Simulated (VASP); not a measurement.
# InSe (R3m) in VASP: notebook, part 2 of 2

VASP 6.6.1. The steps go on from the part before.

## 3. Single point, PBEsol+D3(BJ) (strain -0.030 along x and y, -0.030 along z)

The input, INCAR:

```
SYSTEM = InSe
PREC = Accurate
ENCUT = 520
EDIFF = 1E-7
ISMEAR = 0
SIGMA = 0.03
LREAL = .False.
LASPH = .True.
NELM = 100
ALGO = Normal
ISIF = 2
LWAVE = .False.
LCHARG = .False.
GGA = PS
IVDW = 12
NBANDS = 27
```

The input, KPOINTS:

```
Automatic mesh
0
Gamma
  12 12 12
  0 0 0
```

The input, POSCAR:

```
InSe
1.0
    1.9399996608      1.1200593264      8.0671699000
   -1.9399996608      1.1200593264      8.0671699000
    0.0000000000     -2.2401186528      8.0671699000
In Se
2 2
Direct
    0.0000000000      0.0000000000      0.0000000000
    0.1122000000      0.1122000000      0.1122000000
    0.6155000000      0.6155000000      0.6155000000
    0.8300000000      0.8300000000      0.8300000000
```

Potentials or basis: VASP PAW PBE potentials, release 64 (In_d, Se).

Started as:

```console
> cat potpaw_PBE.64/In_d/POTCAR potpaw_PBE.64/Se/POTCAR > POTCAR
> mpirun -np 1 vasp_std > vasp.out
```

OUTCAR:

```text
SYSTEM = InSe
   PREC = Accurate
   ENCUT = 520
   EDIFF = 1E-7
   ISMEAR = 0
   LREAL = .False.
   LASPH = .True.
   NELM = 100
   ISIF = 2
   GGA = PS
   IVDW = 12
 IVDW          = 12

 ion  position               nearest neighbor table
   1  0.000  0.000  0.000-   3 2.56   3 2.56   3 2.56   2 2.72
   2  0.112  0.112  0.112-   4 2.56   4 2.56   4 2.56   1 2.72
   3  0.615  0.615  0.615-   1 2.56   1 2.56   1 2.56
   4  0.830  0.830  0.830-   2 2.56   2 2.56   2 2.56

  LATTYP: Found a trigonal (rhomboedric) cell.
 ALAT       =     8.3724167224
 COS(alpha) =     0.8926179648

  Lattice vectors:

 A1 = (   1.9399996608,   1.1200593264,   8.0671699000)
 A2 = (  -1.9399996608,   1.1200593264,   8.0671699000)
 A3 = (   0.0000000000,  -2.2401186528,   8.0671699000)

Analysis of symmetry for initial positions (statically):
=====================================================================
 Subroutine PRICEL returns:
 Original cell was already a primitive cell.

 Routine SETGRP: Setting up the symmetry group for a
 trigonal (rhombohedral) supercell.

 Subroutine GETGRP returns: Found  6 space group operations
 (whereof  6 operations were pure point group operations)
 out of a pool of 12 trial point group operations.

The static configuration has the point symmetry C_3v.

Analysis of symmetry for dynamics (positions and initial velocities):
=====================================================================
 Subroutine PRICEL returns:
 Original cell was already a primitive cell.

 Routine SETGRP: Setting up the symmetry group for a
 trigonal (rhombohedral) supercell.

 Subroutine GETGRP returns: Found  6 space group operations
 (whereof  6 operations were pure point group operations)
 out of a pool of 12 trial point group operations.

The dynamic configuration has the point symmetry C_3v.

 Subroutine INISYM returns: Found  6 space group operations
 (whereof  6 operations are pure point group operations),
 and found     1 'primitive' translations

[... 119 lines left out ...]
  volume/ion in A,a.u.               =      26.29       177.44
  Fermi-wavevector in a.u.,A,eV,Ry     =   1.165998  2.203416 18.497806  1.359550
  Thomas-Fermi vector in A             =   2.302516
   LORBIT       =      0    0 simple, 1 ext, 2 COOP (PROOUT), +10 PAW based schemes
   GGA     = PS    functional components
   LHFCALC =     F    Hartree Fock is set to
   AEXX    =    0.0000 exact exchange contribution
   IVDW    =    12    specifies the selected vdW correction
   LEPSILON=     F    determine dielectric tensor
   LRPA    =     F    only Hartree local field effects (RPA)
 non-spin polarized calculation
 Gauss-broadening in eV      SIGMA  =   0.03
  energy-cutoff  :      520.00
  volume of cell :      105.18
 maximum number of plane-waves:      2850
 NGX is ok and might be reduce to    64
   NGX = 31   NGY = 31   NGZ = 31

 number of electron      38.0000005 magnetization

 Free energy of the ion-electron system (eV)
  ---------------------------------------------------
  ext. energy  EPLUGINS =         0.00000000
  ---------------------------------------------------
  free energy    TOTEN  =       -15.40060380 eV

  energy without entropy =      -15.40060380  energy(sigma->0) =      -15.40060380

 E-fermi :   5.3113     XC(G=0):  -9.5951

 val. band max:        5.1542374960   @ k =   0.5000   0.5000   0.5000
 cond. band min:       5.6925414763   @ k =   0.5000   0.5000   0.5000
 fundamental gap:      0.5383039803
 Fermi energy:         5.3113291815

 k-point     1 :       0.0000    0.0000    0.0000
  band No.  band energies     occupation
      1      -9.9255      2.00000
      2      -9.6843      2.00000
      3      -9.6843      2.00000
      4      -9.5814      2.00000
      5      -9.5814      2.00000
      6      -9.5542      2.00000
[... 709 lines left out ...]
     26      12.1356      0.00000
     27      13.2353      0.00000

 [... further k-points ...]

------------------------ aborting loop because EDIFF is reached ----------------------------------------

 Edisp (eV)   -1.28840

 E8    (eV) :    -0.8785

  FORCE on cell =-STRESS in cart. coord.  units (eV):
  Direction    XX          YY          ZZ          XY          YZ          ZX
  --------------------------------------------------------------------------------------
  -------------------------------------------------------------------------------------
  Total       3.04376     3.04376     2.34618     0.00000    -0.00000     0.00000
  in kB      46.36660    46.36660    35.74021     0.00000    -0.00000     0.00000
  external pressure =       42.82 kB  Pullay stress =        0.00 kB

 VOLUME and BASIS-vectors are now :
 -----------------------------------------------------------------------------
  energy-cutoff  :      520.00
  volume of cell :      105.18
      direct lattice vectors                 reciprocal lattice vectors
     1.939999661  1.120059326  8.067169900     0.257732004  0.148801642  0.041319736
    -1.939999661  1.120059326  8.067169900    -0.257732004  0.148801642  0.041319736
     0.000000000 -2.240118653  8.067169900     0.000000000 -0.297603284  0.041319736

 POSITION                                       TOTAL-FORCE (eV/Angst)
 -----------------------------------------------------------------------------------
      0.00000      0.00000      0.00000         0.000000     -0.000000      0.555025
      0.00000      0.00000      2.71541         0.000000      0.000000     -0.549345
      0.00000      0.00000     14.89603         0.000000      0.000000     -0.802396
      0.00000      0.00000     20.08725         0.000000      0.000000      0.796716
 -----------------------------------------------------------------------------------
    total drift:                               -0.000000     -0.000000     -0.000399

  FREE ENERGIE OF THE ION-ELECTRON SYSTEM (eV)
  ---------------------------------------------------
  free  energy   TOTEN  =       -16.6889990339 eV

  energy  without entropy=      -16.6889990339  energy(sigma->0) =      -16.68899903
```

It took 20 min on 1 thread of Intel Xeon 6975P-C (Granite Rapids), shared host; peak memory 0.83 GiB.

Results:

| Item | Value |
| --- | --- |
| Free energy | -16.6890 eV |
| Pressure | 4.3 GPa |
| Largest force | 0.802 eV/Å |
| Band gap on the k mesh | 0.54 eV |
| Dispersion energy per atom | -0.322 eV |

Forces in eV/Å, atoms in the order of the input:
```
In   0.000  0.000  0.555
In   0.000  0.000 -0.549
Se   0.000  0.000 -0.802
Se   0.000  0.000  0.797
```

Stress tensor (GPa, compression positive):
```
4.64 0.00 0.00
0.00 4.64 0.00
0.00 0.00 3.57
```

Levels at points of the mesh, in eV from the valence-band top:
| k point | band 16 | band 17 | band 18 | band 19 | band 20 | band 21 | band 22 | band 23 |
| --- | --- | --- | --- | --- | --- | --- | --- | --- |
| (0.00, 0.00, 0.00) | -1.50 | -1.50 | -1.35 | -1.35 | 1.89 | 2.15 | 4.38 | 4.38 |
| (0.50, 0.00, 0.00) | -2.80 | -2.71 | -2.54 | -1.93 | 0.95 | 2.05 | 3.58 | 3.93 |
| (0.50, 0.50, 0.00) | -3.10 | -2.91 | -2.30 | -1.77 | 1.05 | 1.96 | 3.13 | 3.34 |
| (0.50, 0.50, 0.50) | -1.59 | -1.26 | -1.26 | 0.00 | 0.54 | 2.13 | 4.26 | 4.26 |

Caveat: the cell differs from its parent crystal (strain -0.030 along x and y, -0.030 along z); the cell stands under pressure; the PAW data sets were made with another functional, which shifts forces and pressure a little; spin-orbit coupling is left out, which moves the levels of the heavy elements. A k mesh can miss the band edges.

## 4. Single point, PBEsol+D3(BJ) (strain -0.030 along x and y, +0.000 along z)

The input, INCAR:

```
SYSTEM = InSe
PREC = Accurate ; ENCUT = 520
EDIFF = 1E-6 ; ISMEAR = 0
SIGMA = 0.03 ; LREAL = .False.
LASPH = .True. ; NELM = 60
ALGO = Normal ; ISIF = 2
LWAVE = .False. ; LCHARG = .False.
GGA = PS ; IVDW = 12
NBANDS = 27
```

The input, KPOINTS:

```
regular mesh
0
Gamma
  12 12 12
  0 0 0
```

The input, POSCAR:

```
InSe
1.0
    1.9399996608      1.1200593264      8.3166700000
   -1.9399996608      1.1200593264      8.3166700000
    0.0000000000     -2.2401186528      8.3166700000
In Se
2 2
Direct
    0.0000000000      0.0000000000      0.0000000000
    0.1122000000      0.1122000000      0.1122000000
    0.6155000000      0.6155000000      0.6155000000
    0.8300000000      0.8300000000      0.8300000000
```

Started as:

```console
> cat potpaw_PBE.64/In_d/POTCAR potpaw_PBE.64/Se/POTCAR > POTCAR
> mpirun -np 1 vasp_std > vasp.out
```

Run time: 18 min. Hardware: 1 thread of Intel Xeon 6975P-C (Granite Rapids), shared host; peak memory 0.85 GiB.

The run converged. Its results:

| Quantity | Value |
| --- | --- |
| Free energy | -16.7268 eV |
| Pressure | 2.3 GPa |
| Largest force | 0.712 eV/Å |
| Band gap on the k mesh | 0.65 eV |
| Dispersion energy per atom | -0.312 eV |

Forces on the atoms (eV/Å):
```
In   0.000  0.000  0.712
In   0.000  0.000 -0.708
Se   0.000  0.000 -0.529
Se   0.000  0.000  0.525
```

Stress tensor (GPa, compression positive):
```
3.30 0.00 0.00
0.00 3.30 0.00
0.00 0.00 0.18
```

Levels at points of the mesh, in eV from the valence-band top:
```tsv
k point	band 17	band 18	band 19	band 20	band 21	band 22
(0.00, 0.00, 0.00)	-1.22	-1.09	-1.09	2.03	2.32	4.68
(0.50, 0.00, 0.00)	-2.40	-2.25	-1.77	1.13	2.12	3.53
(0.50, 0.50, 0.00)	-2.57	-2.05	-1.60	1.15	2.07	3.16
(0.50, 0.50, 0.50)	-1.02	-1.02	0.00	0.65	2.39	4.58
```

Caveat: the cell differs from its parent crystal (strain -0.030 along x and y, +0.000 along z); the PAW data sets were made with another functional, which shifts forces and pressure a little; spin-orbit coupling is left out, which moves the levels of the heavy elements. A k mesh can miss the band edges.

## 5. Single point, PBEsol+D3(BJ) (strain +0.030 along x and y, +0.000 along z)

The input, INCAR:

```
SYSTEM = InSe
  PREC = Accurate
  ENCUT = 520
  EDIFF = 1E-7
  ISMEAR = 0
  SIGMA = 0.03
  LREAL = .FALSE.
  LASPH = .TRUE.
  NELM = 60
  ALGO = Normal
  ISIF = 2
  LWAVE = .FALSE.
  LCHARG = .FALSE.
  GGA = PS
  IVDW = 12
  NBANDS = 27
```

The input, KPOINTS:

```
Automatic mesh
0
G
  12 12 12
  0 0 0
```

The input, POSCAR:

```
InSe
1.0
    2.0599996398      1.1893413466      8.3166700000
   -2.0599996398      1.1893413466      8.3166700000
    0.0000000000     -2.3786826932      8.3166700000
In Se
2 2
Direct
    0.0000000000      0.0000000000      0.0000000000
    0.1122000000      0.1122000000      0.1122000000
    0.6155000000      0.6155000000      0.6155000000
    0.8300000000      0.8300000000      0.8300000000
```

Started as:

```console
> cat potpaw_PBE.64/In_d/POTCAR potpaw_PBE.64/Se/POTCAR > POTCAR
> mpirun -np 1 vasp_std > vasp.out
```

Wall time 33 min (1 thread of Intel Xeon Platinum 8259CL at 2.50GHz (Skylake/Cascade Lake), shared host); peak memory 0.92 GiB.

The run converged. Its results:

```
Free energy                : -16.6460 eV
Pressure                   : -3.9 GPa
Largest force              : 0.347 eV/Å
Band gap on the k mesh     : 0.10 eV
Dispersion energy per atom : -0.277 eV
```

Forces in eV/Å, atoms in the order of the input:
```
In   0.000  0.000 -0.271
In   0.000  0.000  0.263
Se   0.000  0.000  0.347
Se   0.000  0.000 -0.339
```

Stress tensor (GPa, compression positive):
```
-4.33  0.00  0.00
 0.00 -4.33  0.00
 0.00  0.00 -3.03
```

Levels at points of the mesh, in eV from the valence-band top:
| k point | band 16 | band 17 | band 18 | band 19 | band 20 | band 21 | band 22 | band 23 |
| --- | --- | --- | --- | --- | --- | --- | --- | --- |
| (0.00, 0.00, 0.00) | -1.39 | -1.39 | -1.26 | -1.26 | 1.46 | 1.78 | 4.04 | 4.04 |
| (0.50, 0.00, 0.00) | -2.34 | -2.31 | -2.17 | -1.58 | 1.05 | 1.79 | 3.65 | 3.89 |
| (0.50, 0.50, 0.00) | -2.53 | -2.50 | -1.97 | -1.43 | 0.97 | 1.85 | 3.28 | 3.44 |
| (0.50, 0.50, 0.50) | -1.47 | -1.18 | -1.18 | 0.00 | 0.10 | 1.84 | 3.94 | 3.94 |

Caveat: the cell differs from its parent crystal (strain +0.030 along x and y, +0.000 along z); the cell stands under tension; the PAW data sets were made with another functional, which shifts forces and pressure a little; spin-orbit coupling is left out, which moves the levels of the heavy elements.

## 6. Overview

```csv
cell,gap on the mesh (eV),pressure (GPa),largest force (eV/Å)
"a = 8.411 Å, angles 28.4°, 4 atoms",0.11,-2.7,0.51
"a = 8.372 Å, angles 26.8°, 4 atoms",0.54,4.3,0.80
"a = 8.613 Å, angles 26.0°, 4 atoms",0.65,2.3,0.71
"a = 8.650 Å, angles 27.6°, 4 atoms",0.10,-3.9,0.35
```

Alike in all rows: task single point; level PBEsol+D3(BJ); potentials or basis VASP PAW PBE potentials, release 64 (In_d, Se); no spin polarisation; k mesh 12 × 12 × 12; cutoff (eV) 520; smearing gaussian 0.03 eV.

Caveats: the PAW data sets were made with another functional, which shifts forces and pressure a little; spin-orbit coupling is left out, which moves the levels of the heavy elements; the cell stands under pressure (at least some runs); the cell stands under tension (at least some runs).

Absolute energies hang on the potentials; compare differences alone.
